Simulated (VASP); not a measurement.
TiB: vibrations by perturbation theory with LDA

TiB:

```
Ti B
1.0
     0.00000    2.41557    2.41557
     2.41557    0.00000    2.41557
     2.41557    2.41557    0.00000
Ti B
1 1
Direct
  0.75000 0.75000 0.75000
  0.00000 0.00000 0.00000
```

This cell differs from its parent crystal: phonons at volume x 0.98.

```json
{
  "Program": "VASP 6.6.1",
  "Task": "vibrations by perturbation theory",
  "Functional": "LDA",
  "Potentials or basis": "VASP PAW LDA potentials, release 64 (Ti_sv, B)",
  "Cutoff": "520 eV",
  "k mesh": "16 × 16 × 16",
  "Occupations": "fermi-dirac, width 0.15 eV",
  "Spin": "no spin polarisation",
  "Dipole correction": "no",
  "Further INCAR settings": "ALGO = Normal; EDIFF = 1e-08; IBRION = 8; NSW = 1"
}
```

```json
{
  "Highest phonon frequency at Γ, LO-TO splitting left out": "562 cm⁻¹"
}
```

Phonon frequencies in cm⁻¹ (negative: imaginary):
```csv
q point,frequencies
"(0.000, 0.000, 0.000)",0 0 0 562 562 562
```

It took 10 min on 1 thread of AMD EPYC 9R45 96-Core Processor (Zen 5) (shared host), peak memory 0.5 GiB.

Caveat: the cell differs from its parent crystal (phonons at volume x 0.98); the cell wasn't relaxed at this level first, which shifts response properties.
